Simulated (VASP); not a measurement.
# Pt (Pm-3m) in VASP: further runs, part 2 of 2

VASP 6.6.1. Earlier steps stand in the parts before.

### Step 6. Single point, PBE, collinear spin, ferromagnetic start (volume scaled by 0.96)

INCAR reads:

```
  ALGO = Normal
  EDIFF = 1E-7
  ENCUT = 520
  GGA = PE
  ISIF = 2
  ISMEAR = -1
  ISPIN = 2
  LASPH = T
  LCHARG = F
  LMAXMIX = 4
  LORBIT = 11
  LREAL = F
  LWAVE = F
  MAGMOM = 1
  NBANDS = 15
  NELM = 150
  PREC = Accurate
  SIGMA = 0.05
```

KPOINTS reads:

```
k-points
0
Gamma
  13 13 13
```

POSCAR reads:

```
Pt
1.0
    2.5891285003      0.0000000000      0.0000000000
    0.0000000000      2.5891285003      0.0000000000
    0.0000000000      0.0000000000      2.5891285003
Pt
1
Direct
    0.0000000000      0.0000000000      0.0000000000
```

Potentials or basis: VASP PAW PBE potentials, release 64 (Pt).

Run with:

```sh
cat potpaw_PBE.64/Pt/POTCAR > POTCAR
mpirun -np 1 vasp_std > vasp.out
```

OUTCAR:

```text
EDIFF = 1E-7
   ENCUT = 520
   GGA = PE
   ISIF = 2
   ISMEAR = -1
   ISPIN = 2
   LASPH = T
   LORBIT = 11
   LREAL = F
   NELM = 150
   PREC = Accurate

 ion  position               nearest neighbor table
   1  0.000  0.000  0.000-

  LATTYP: Found a simple cubic cell.
 ALAT       =     2.5891285003

  Lattice vectors:

 A1 = (   2.5891285003,   0.0000000000,   0.0000000000)
 A2 = (   0.0000000000,   2.5891285003,   0.0000000000)
 A3 = (   0.0000000000,   0.0000000000,   2.5891285003)

Analysis of symmetry for initial positions (statically):
=====================================================================
 Subroutine PRICEL returns:
 Original cell was already a primitive cell.

 Routine SETGRP: Setting up the symmetry group for a
 simple cubic supercell.

 Subroutine GETGRP returns: Found 48 space group operations
 (whereof 48 operations were pure point group operations)
 out of a pool of 48 trial point group operations.

The static configuration has the point symmetry O_h .

Analysis of symmetry for dynamics (positions and initial velocities):
=====================================================================
 Subroutine PRICEL returns:
 Original cell was already a primitive cell.

 Routine SETGRP: Setting up the symmetry group for a
 simple cubic supercell.

 Subroutine GETGRP returns: Found 48 space group operations
 (whereof 48 operations were pure point group operations)
 out of a pool of 48 trial point group operations.

The dynamic configuration has the point symmetry O_h .

Analysis of structural, dynamic, and magnetic symmetry:
=====================================================================
 Subroutine PRICEL returns:
 Original cell was already a primitive cell.

 Routine SETGRP: Setting up the symmetry group for a
 simple cubic supercell.

 Subroutine GETGRP returns: Found 48 space group operations
 (whereof 48 operations were pure point group operations)
 out of a pool of 48 trial point group operations.

The overall configuration has the point symmetry O_h .

 Subroutine INISYM returns: Found 48 space group operations
 (whereof 48 operations are pure point group operations),
 and found     1 'primitive' translations

----------------------------------------------------------------------------------------

                                     Primitive cell

  volume of cell :      17.3564

  direct lattice vectors                    reciprocal lattice vectors
     2.589128500  0.000000000  0.000000000     0.386230347  0.000000000  0.000000000
     0.000000000  2.589128500  0.000000000     0.000000000  0.386230347  0.000000000
     0.000000000  0.000000000  2.589128500     0.000000000  0.000000000  0.386230347

  length of vectors
     2.589128500  2.589128500  2.589128500     0.386230347  0.386230347  0.386230347

  position of ions in fractional coordinates (direct lattice)
     0.000000000  0.000000000  0.000000000

  ion indices of the primitive-cell ions
   primitive index   ion index
                 1           1

----------------------------------------------------------------------------------------

 KPOINTS: k-points

Automatic generation of k-mesh.
 Grid dimensions read from file:
 generate k-points for:   13   13   13

 Generating k-lattice:

[... 64 lines left out ...]
   NSW    =      0    number of steps for IOM
   IBRION =     -1    ionic relax: 0-MD 1-quasi-New 2-CG
   NFREE  =      0    steps in history (QN), initial steepest desc. (CG)
   ISIF   =      2    stress and relaxation
   ISYM   =      2    0-nonsym 1-usesym 2-fastsym
   POTIM  = 0.5000    time-step for ionic-motion
   TEBEG  =    0.0;   TEEND  =   0.0 temperature during run
   PSTRESS=    0.0 pullay stress
   NELECT =      10.0000    total number of electrons
   NUPDOWN=      -1.0000    fix difference up-down
   EMIN   =  10.00;   EMAX   =-10.00  energy-range for DOS
   EFERMI =   0.00;   METHOD = LEGACY
   ISMEAR =    -1;   SIGMA  =   0.05  broadening in eV -4-tet -1-fermi 0-gaus
   EFERMI_NEDOS =   21; number of points for ismear=-14 and -15
   IALGO  =     38    algorithm
   IMIX   =      4    mixing-type and parameters
     AMIX     =   0.40;   BMIX     =  1.00
     AMIX_MAG =   1.60;   BMIX_MAG =  1.00
  volume/ion in A,a.u.               =      17.36       117.13
  Fermi-wavevector in a.u.,A,eV,Ry     =   1.362243  2.574266 25.248410  1.855706
  Thomas-Fermi vector in A             =   2.488749
   LORBIT       =     11    0 simple, 1 ext, 2 COOP (PROOUT), +10 PAW based schemes
   GGA     = PE    functional components
   LHFCALC =     F    Hartree Fock is set to
   AEXX    =    0.0000 exact exchange contribution
   IVDW    =     0    specifies the selected vdW correction
   LEPSILON=     F    determine dielectric tensor
   LRPA    =     F    only Hartree local field effects (RPA)
 spin polarized calculation
  energy-cutoff  :      520.00
  volume of cell :       17.36
 maximum number of plane-waves:       477
 NGX is ok and might be reduce to    20
   NGX =  9   NGY =  9   NGZ =  9

 number of electron      10.0000000 magnetization      -0.0001911

 number of electron      10.0000000 magnetization       0.0000194

 Free energy of the ion-electron system (eV)
  ---------------------------------------------------
  ext. energy  EPLUGINS =         0.00000000
  ---------------------------------------------------
  free energy    TOTEN  =        -5.64251535 eV

  energy without entropy =       -5.63334672  energy(sigma->0) =       -5.63793103

 E-fermi :   8.8537     XC(G=0): -12.5061

 val. band max:        8.8265866842   @ k =   0.0769   0.0769   0.0000
 cond. band min:       8.8569784468   @ k =   0.4615   0.1538   0.0000
 fundamental gap:      0.0303917626
 Fermi energy:         8.8536625580

 spin component 1

 k-point     1 :       0.0000    0.0000    0.0000
  band No.  band energies     occupation
      1       0.0886      1.00000
      2       2.8668      1.00000
      3       2.8668      1.00000
      4       9.1542      0.00245
      5       9.1542      0.00245
      6       9.1542      0.00245
      7      24.2333      0.00000
      8      24.2333      0.00000
      9      24.2333      0.00000
     10      30.1481      0.00000
     11      32.8860      0.00000
     12      32.8860      0.00000
     13      36.5996      0.00000
     14      36.5996      0.00000
[... 403 lines left out ...]
      4       7.3788      1.00000
      5       7.8485      1.00000
      6       9.3684      0.00003
      7      16.2912      0.00000
      8      21.0962      0.00000
      9      25.8137      0.00000
     10      30.0380      0.00000
     11      32.8743      0.00000
     12      33.3733      0.00000
     13      36.5697      0.00000
     14      39.0806      0.00000
     15      41.8151      0.00000

 [... further k-points ...]

 spin component 2

 k-point     1 :       0.0000    0.0000    0.0000
  band No.  band energies     occupation
      1       0.0887      1.00000
      2       2.8668      1.00000
      3       2.8668      1.00000
      4       9.1542      0.00245
      5       9.1542      0.00245
      6       9.1542      0.00245
      7      24.2333      0.00000
      8      24.2333      0.00000
      9      24.2333      0.00000
     10      30.1482      0.00000
     11      32.8860      0.00000
     12      32.8860      0.00000
     13      36.5996      0.00000
     14      36.5996      0.00000
[... 403 lines left out ...]
      4       7.3788      1.00000
      5       7.8485      1.00000
      6       9.3684      0.00003
      7      16.2912      0.00000
      8      21.0962      0.00000
      9      25.8137      0.00000
     10      30.0380      0.00000
     11      32.8743      0.00000
     12      33.3734      0.00000
     13      36.5697      0.00000
     14      39.0806      0.00000
     15      41.8151      0.00000

 [... further k-points ...]
[... 5 lines left out ...]
  --------------------------------------------------------------------------------------
  -------------------------------------------------------------------------------------
  Total        0.8257469      0.8257469      0.8257469      0.0000000      0.0000000     -0.0000000
  in kB       76.2248701     76.2248701     76.2248701      0.0000000      0.0000000     -0.0000000
  external PRESSURE =      76.2248701 kB  Pullay stress =       0.0000000 kB

 VOLUME and BASIS-vectors are now :
 -----------------------------------------------------------------------------
  energy-cutoff  :      520.00
  volume of cell :       17.36
      direct lattice vectors                 reciprocal lattice vectors
     2.589128500  0.000000000  0.000000000     0.386230347  0.000000000  0.000000000
     0.000000000  2.589128500  0.000000000     0.000000000  0.386230347  0.000000000
     0.000000000  0.000000000  2.589128500     0.000000000  0.000000000  0.386230347

 POSITION                                       TOTAL-FORCE (eV/Angst)
 -----------------------------------------------------------------------------------
      0.00000      0.00000      0.00000         0.000000      0.000000      0.000000
 -----------------------------------------------------------------------------------
    total drift:                                0.000000      0.000000      0.000000

  FREE ENERGIE OF THE ION-ELECTRON SYSTEM (eV)
  ---------------------------------------------------
  free  energy   TOTEN  =        -5.6425153452 eV

  energy  without entropy=       -5.6333467176  energy(sigma->0) =       -5.63793103

 total charge

# of ion       s       p       d       tot
------------------------------------------
    1        0.733   0.496   8.066   9.294

 magnetization (x)

# of ion       s       p       d       tot
------------------------------------------
    1        0.000   0.000   0.000   0.000
```

Run time: 24 s. Hardware: 1 thread of Intel Xeon Platinum 8488C (Sapphire Rapids), shared host; peak memory 0.15 GiB.

What came out:

* Free energy: -5.6425 eV
* Pressure: 7.6 GPa
* Band gap on the k mesh: zero (filled and empty bands overlap)
* Net moment: 0.00 μB per cell
* Valence electrons inside the program's atomic spheres: Pt 9.29

Levels at points of the mesh, in eV from the Fermi level:
Spin up:
```
           k point  band 2  band 3  band 4  band 5  band 6  band 7  band 8  band 9
(0.00, 0.00, 0.00)   -5.99   -5.99    0.30    0.30    0.30   15.38   15.38   15.38
```
Spin down:
| k point | band 2 | band 3 | band 4 | band 5 | band 6 | band 7 | band 8 | band 9 |
| --- | --- | --- | --- | --- | --- | --- | --- | --- |
| (0.00, 0.00, 0.00) | -5.99 | -5.99 | 0.30 | 0.30 | 0.30 | 15.38 | 15.38 | 15.38 |

Caveat: spin-orbit coupling is left out, which moves the levels of the heavy elements.

### Step 7. The runs side by side

| cell | k mesh | gap on the mesh (eV) | pressure (GPa) | moment (μB) |
| --- | --- | --- | --- | --- |
| a = 2.625 Å, 1 atom | 20 × 20 × 20 | none | -0.5 | 0.00 |
| a = 2.515 Å, 1 atom | 13 × 13 × 13 | none | 32.5 | 0.00 |
| a = 2.553 Å, 1 atom | 13 × 13 × 13 | none | 18.4 | 0.00 |
| a = 2.589 Å, 1 atom | 13 × 13 × 13 | none | 7.6 | 0.00 |

Alike in all rows: task single point; level PBE; potentials or basis VASP PAW PBE potentials, release 64 (Pt); spin collinear, ferromagnetic start; cutoff (eV) 520; smearing fermi-dirac 0.05 eV.

Caveats: spin-orbit coupling is left out, which moves the levels of the heavy elements.

Absolute energies hang on the potentials; compare differences alone.
